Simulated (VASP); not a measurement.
# SiGe2 (Fm-3m) in VASP: a series of runs

The runs below take SiGe2 through relaxation of cell and atoms, with PBEsol.

Everything below comes from runs of VASP 6.6.1. Logs are shortened: lines on timing, memory, paths and dates and some standing lists are left out, and cuts for length are marked.

### Step 1. The cell of the first run

The structure is cubic, space group Fm-3m (No. 225). The conventional cell has a = 6.120 Å, b = 6.120 Å, c = 6.120 Å, α = 90.00°, β = 90.00°, γ = 90.00°. Within 3.5 Å of Si (site symmetry m-3m) lie 8 Ge at 2.65 Å. Ge (site symmetry -43m) has 4 Si at 2.65 Å and 6 Ge at 3.06 Å within 3.5 Å.

### Step 2. Relaxation of cell and atoms, PBEsol

The input, INCAR:

```
SYSTEM = SiGe2
PREC = Accurate
ENCUT = 600
EDIFF = 1E-7
ISMEAR = -1
SIGMA = 0.15
LREAL = .FALSE.
LASPH = .TRUE.
NELM = 80
ALGO = Normal
ISIF = 3
LWAVE = .FALSE.
LCHARG = .FALSE.
GGA = PS
IBRION = 2
NSW = 80
EDIFFG = -0.001
```

The input, KPOINTS:

```
Automatic mesh
0
G
  12 12 12
  0 0 0
```

The input, POSCAR:

```
SiGe2
1.0
    0.0000000000      3.0597745592      3.0597745592
    3.0597745592      0.0000000000      3.0597745592
    3.0597745592      3.0597745592      0.0000000000
Si Ge
1 2
Direct
    0.0000000000      0.0000000000      0.0000000000
    0.7500000000      0.7500000000      0.7500000000
    0.2500000000      0.2500000000      0.2500000000
```

Potentials or basis: VASP PAW PBE potentials, release 64 (Si, Ge_d).

On the command line:

```bash
$ cat potpaw_PBE.64/Si/POTCAR potpaw_PBE.64/Ge_d/POTCAR > POTCAR
$ mpirun -np 1 vasp_std > vasp.out
```

OUTCAR:

```text
SYSTEM = SiGe2
   PREC = Accurate
   ENCUT = 600
   EDIFF = 1E-7
   ISMEAR = -1
   LREAL = .FALSE.
   LASPH = .TRUE.
   NELM = 80
   ISIF = 3
   GGA = PS
   IBRION = 2
   NSW = 80
   EDIFFG = -0.001

 ion  position               nearest neighbor table
   1  0.000  0.000  0.000-   2 2.65   2 2.65   2 2.65   2 2.65   3 2.65   3 2.65   3 2.65   3 2.65

   2  0.750  0.750  0.750-   1 2.65   1 2.65   1 2.65   1 2.65
   3  0.250  0.250  0.250-   1 2.65   1 2.65   1 2.65   1 2.65

  LATTYP: Found a face centered cubic cell.
 ALAT       =     6.1195491184

  Lattice vectors:

 A1 = (   0.0000000000,   3.0597745592,   3.0597745592)
 A2 = (   3.0597745592,   0.0000000000,   3.0597745592)
 A3 = (   3.0597745592,   3.0597745592,   0.0000000000)

Analysis of symmetry for initial positions (statically):
=====================================================================
 Subroutine PRICEL returns:
 Original cell was already a primitive cell.

 Routine SETGRP: Setting up the symmetry group for a
 face centered cubic supercell.

 Subroutine GETGRP returns: Found 48 space group operations
 (whereof 48 operations were pure point group operations)
 out of a pool of 48 trial point group operations.

The static configuration has the point symmetry O_h .

Analysis of symmetry for dynamics (positions and initial velocities):
=====================================================================
 Subroutine PRICEL returns:
 Original cell was already a primitive cell.

 Routine SETGRP: Setting up the symmetry group for a
 face centered cubic supercell.

 Subroutine GETGRP returns: Found 48 space group operations
 (whereof 48 operations were pure point group operations)
 out of a pool of 48 trial point group operations.

The dynamic configuration has the point symmetry O_h .

 Subroutine INISYM returns: Found 48 space group operations
 (whereof 48 operations are pure point group operations),
 and found     1 'primitive' translations

----------------------------------------------------------------------------------------

                                     Primitive cell

  volume of cell :      57.2926
[... 87 lines left out ...]
   LSORBIT =      F    spin-orbit coupling
   LASPH  =      T    aspherical Exc in radial PAW
   ENCUT  =  600.0 eV  44.10 Ry    6.64 a.u.   8.64  8.64  8.64*2*pi/ulx,y,z
   NELM   =     80;   NELMIN=  2; NELMDL= -5     # of ELM steps
   EDIFF  = 0.1E-06   stopping-criterion for ELM
   LREAL  =      F    real-space projection
   EDIFFG = -.1E-02   stopping-criterion for IOM
   NSW    =     80    number of steps for IOM
   IBRION =      2    ionic relax: 0-MD 1-quasi-New 2-CG
   NFREE  =      1    steps in history (QN), initial steepest desc. (CG)
   ISIF   =      3    stress and relaxation
   ISYM   =      2    0-nonsym 1-usesym 2-fastsym
   POTIM  = 0.5000    time-step for ionic-motion
   TEBEG  =    0.0;   TEEND  =   0.0 temperature during run
   PSTRESS=    0.0 pullay stress
   NELECT =      32.0000    total number of electrons
   NUPDOWN=      -1.0000    fix difference up-down
   EMIN   =  10.00;   EMAX   =-10.00  energy-range for DOS
   EFERMI =   0.00;   METHOD = LEGACY
   ISMEAR =    -1;   SIGMA  =   0.15  broadening in eV -4-tet -1-fermi 0-gaus
   EFERMI_NEDOS =   21; number of points for ismear=-14 and -15
   IALGO  =     38    algorithm
   IMIX   =      4    mixing-type and parameters
     AMIX     =   0.40;   BMIX     =  1.00
     AMIX_MAG =   1.60;   BMIX_MAG =  1.00
  volume/ion in A,a.u.               =      19.10       128.88
  Fermi-wavevector in a.u.,A,eV,Ry     =   1.348214  2.547754 24.731039  1.817680
  Thomas-Fermi vector in A             =   2.475901
   LORBIT       =      0    0 simple, 1 ext, 2 COOP (PROOUT), +10 PAW based schemes
   GGA     = PS    functional components
   LHFCALC =     F    Hartree Fock is set to
   AEXX    =    0.0000 exact exchange contribution
   IVDW    =     0    specifies the selected vdW correction
   LEPSILON=     F    determine dielectric tensor
   LRPA    =     F    only Hartree local field effects (RPA)
 conjugate gradient relaxation of ions
 non-spin polarized calculation
  energy-cutoff  :      600.00
  volume of cell :       57.29
 maximum number of plane-waves:      1932
   NGX = 17   NGY = 17   NGZ = 17

--------------------------------------- Ionic step        1  -------------------------------------------

 number of electron      32.0000019 magnetization

 Free energy of the ion-electron system (eV)
  ---------------------------------------------------
  ext. energy  EPLUGINS =         0.00000000
  ---------------------------------------------------
  free energy    TOTEN  =       -14.64816588 eV

  energy without entropy =      -14.54369011  energy(sigma->0) =      -14.59592799

------------------------ aborting loop because EDIFF is reached ----------------------------------------

  FORCE on cell =-STRESS in cart. coord.  units (eV):
  Direction    XX          YY          ZZ          XY          YZ          ZX
  --------------------------------------------------------------------------------------
  -------------------------------------------------------------------------------------
  Total        0.0134983      0.0134983      0.0134983      0.0000000      0.0000000      0.0000000
  in kB        0.3774787      0.3774787      0.3774787      0.0000000      0.0000000      0.0000000
  external PRESSURE =       0.3774787 kB  Pullay stress =       0.0000000 kB
[... 172 lines left out ...]
--------------------------------------- Ionic step        6  -------------------------------------------

 number of electron      32.0000019 magnetization

 Free energy of the ion-electron system (eV)
  ---------------------------------------------------
  ext. energy  EPLUGINS =         0.00000000
  ---------------------------------------------------
  free energy    TOTEN  =       -14.64820423 eV

  energy without entropy =      -14.54359100  energy(sigma->0) =      -14.59589762

 E-fermi :   6.5831     XC(G=0): -10.7627

 val. band max:        6.5745974792   @ k =  -0.3333   0.2500   0.0000
 cond. band min:       6.5866564194   @ k =   0.1667   0.0833   0.0000
 fundamental gap:      0.0120589403
 Fermi energy:         6.5830666735

 k-point     1 :       0.0000    0.0000    0.0000
  band No.  band energies     occupation
      1     -18.0999      2.00000
      2     -18.0999      2.00000
      3     -18.0759      2.00000
      4     -18.0759      2.00000
      5     -18.0759      2.00000
      6     -18.0222      2.00000
[... 541 lines left out ...]
     19      10.2098      0.00000
     20      11.3102      0.00000

 [... further k-points ...]
[... 5 lines left out ...]
  --------------------------------------------------------------------------------------
  -------------------------------------------------------------------------------------
  Total       -0.0001059     -0.0001059     -0.0001059      0.0000000     -0.0000000     -0.0000000
  in kB       -0.0029566     -0.0029566     -0.0029566      0.0000000     -0.0000000     -0.0000000
  external PRESSURE =      -0.0029566 kB  Pullay stress =       0.0000000 kB
[... 18 lines left out ...]
  FREE ENERGIE OF THE ION-ELECTRON SYSTEM (eV)
  ---------------------------------------------------
  free  energy   TOTEN  =       -14.6482042320 eV

  energy  without entropy=      -14.5435910017  energy(sigma->0) =      -14.59589762

 reached required accuracy - stopping structural energy minimisation
```

Run time: 2.1 min. Hardware: 1 thread of Intel Xeon 6975P-C (Granite Rapids), shared host; peak memory 0.27 GiB.

Results:

```
Free energy                            : -14.6482 eV
Relaxed volume                         : 19.14 Å³/atom
Relaxed cell                           : a = 4.330 Å, b = 4.330 Å, c = 4.330 Å, α = 60.00°, β = 60.00°, γ = 60.00°
Space group after relaxing (to 0.05 Å) : Fm-3m (No. 225)
Energy gained by relaxing              : 0.0 meV/atom
Ionic steps                            : 6
Pressure after relaxing                : 0.0 GPa
Band gap on the k mesh                 : zero (band 16 reaches 7.44 eV, above the bottom of band 17 at 5.24 eV)
```

Final structure:
```
Si Ge
1.0
     0.00000    3.06187    3.06187
     3.06187    0.00000    3.06187
     3.06187    3.06187    0.00000
Si Ge
1 2
Direct
  0.00000 0.00000 0.00000
  0.75000 0.75000 0.75000
  0.25000 0.25000 0.25000
```

Caveat: the PAW data sets were made with another functional, which shifts forces and pressure a little.

### Step 3. Relaxation of cell and atoms, PBEsol

The input, INCAR:

```
SYSTEM = SiGe2
ALGO = Normal
EDIFF = 1E-6
EDIFFG = -0.005
ENCUT = 600
GGA = PS
IBRION = 2
ISIF = 3
ISMEAR = 0
LASPH = .TRUE.
LCHARG = .FALSE.
LREAL = .FALSE.
LWAVE = .FALSE.
NELM = 60
NSW = 100
PREC = Accurate
SIGMA = 0.1
```

The input, KPOINTS:

```
k-points
0
G
  12 12 12
  0 0 0
```

The input, POSCAR:

```
SiGe2
1.0
    0.0000000000      3.0608447154      3.0608447154
    3.0608447154      0.0000000000      3.0608447154
    3.0608447154      3.0608447154      0.0000000000
Si Ge
1 2
Direct
    0.0000000000      0.0000000000      0.0000000000
    0.7500000000      0.7500000000      0.7500000000
    0.2500000000      0.2500000000      0.2500000000
```

Potentials or basis: VASP PAW PBE potentials, release 64 (Si, Ge_d).

On the command line:

```bash
$ cat potpaw_PBE.64/Si/POTCAR potpaw_PBE.64/Ge_d/POTCAR > POTCAR
$ mpirun -np 1 vasp_std > vasp.out
```

It took 86 s on 1 thread of Intel Xeon 6975P-C (Granite Rapids), shared host; peak memory 0.26 GiB.

The run converged. Its results:

| Item | Value |
| --- | --- |
| Free energy | -14.5970 eV |
| Relaxed volume | 19.10 Å³/atom |
| Relaxed cell | a = 4.328 Å, b = 4.328 Å, c = 4.328 Å, α = 60.00°, β = 60.00°, γ = 60.00° |
| Space group after relaxing (to 0.05 Å) | Fm-3m (No. 225) |
| Energy gained by relaxing | 0.0 meV/atom |
| Ionic steps | 3 |
| Pressure after relaxing | 0.0 GPa |
| Band gap on the k mesh | zero (band 16 reaches 7.46 eV, above the bottom of band 17 at 5.26 eV) |

Final structure:
```
Si Ge
1.0
     0.00000    3.06016    3.06016
     3.06016    0.00000    3.06016
     3.06016    3.06016    0.00000
Si Ge
1 2
Direct
  0.00000 0.00000 0.00000
  0.75000 0.75000 0.75000
  0.25000 0.25000 0.25000
```

Levels at points of the mesh, in eV from the Fermi level:
```
           k point  band 13  band 14  band 15  band 16  band 17  band 18  band 19  band 20
(0.00, 0.00, 0.00)    -1.71    -1.71    -1.71    -1.11    -1.11    -1.11    -1.03     4.09
(0.50, 0.00, 0.00)    -4.28    -2.90    -2.90    -0.79    -0.79     0.09     5.39     5.90
(0.50, 0.50, 0.00)    -7.12    -4.88    -4.88    -1.35     4.28     4.28     5.27     6.62
```

Caveat: the PAW data sets were made with another functional, which shifts forces and pressure a little.
